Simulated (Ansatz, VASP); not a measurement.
# Two plane-wave programs on W

Contents of INCAR:

```
SYSTEM = W
PREC = Accurate
ENCUT = 520
EDIFF = 1E-6
ISMEAR = 0
SIGMA = 0.15
LREAL = .False.
LASPH = .True.
NELM = 100
ALGO = Fast
ISIF = 2
LWAVE = .False.
LCHARG = .True.
GGA = PS
LELF = .True.
LVHAR = .True.
NBANDS = 13
```

File KPOINTS:

```
Automatic mesh
0
Gamma
  20 20 20
  0 0 0
```

File POSCAR:

```
W
1.0
    0.0000000000      2.0300000000      2.1924000000
    2.0300000000      0.0000000000      2.1924000000
    2.0300000000      2.0300000000      0.0000000000
W
1
Direct
    0.0000000000      0.0000000000      0.0000000000
```

Input for Ansatz:

```yaml
crystal:
  lattice:
    - [0.0, 2.03, 2.1924]
    - [2.03, 0.0, 2.1924]
    - [2.03, 2.03, 0.0]
  atoms:
    - { symbol: W, position: [0.0, 0.0, 0.0] }
basis:
  ecutwfc: 420
kpoints:
  mp_grid: { grid: [20, 20, 20] }
hamiltonian:
  xc: pbesol
scf:
  occupations: { method: gaussian, width: 0.15 }
output:
  forces: true
  stress: true
  eigenvalues: true
  write_density: true
  write_potential: true
  elf: true
  volumetric_format: npy
```

Change from the starting cell: strain +0.000 along x and y, +0.080 along z, atoms carried along.

Alike in both runs: task single point; functional PBEsol; k mesh 20 × 20 × 20; occupations gaussian, width 0.15 eV; no spin polarisation.

|  | VASP | Ansatz |
| --- | --- | --- |
| version | VASP 6.6.1 | Ansatz 0.2.0 |
| potentials or method | VASP PAW PBE potentials, release 64 (W_sv), cutoff 520 eV | scalar-relativistic, plane waves, PAW |
| valence electrons in the cell | 14 | 14 |

```csv
,VASP,Ansatz,Ansatz less VASP
gap on the k mesh at the Fermi level (eV),none,none,-
pressure (GPa),-28.7,-28.9,-0.26
"traceless stress, the component that is largest in VASP (GPa)",7.50,7.48,-0.022
```

VASP's potentials were made for PBE, not for PBEsol. A gap of «none» marks a metal or a gap that the smearing closes. Both programs put the cell under strong tension, so it lies far from rest at this level.

Neither program's run includes spin-orbit coupling.
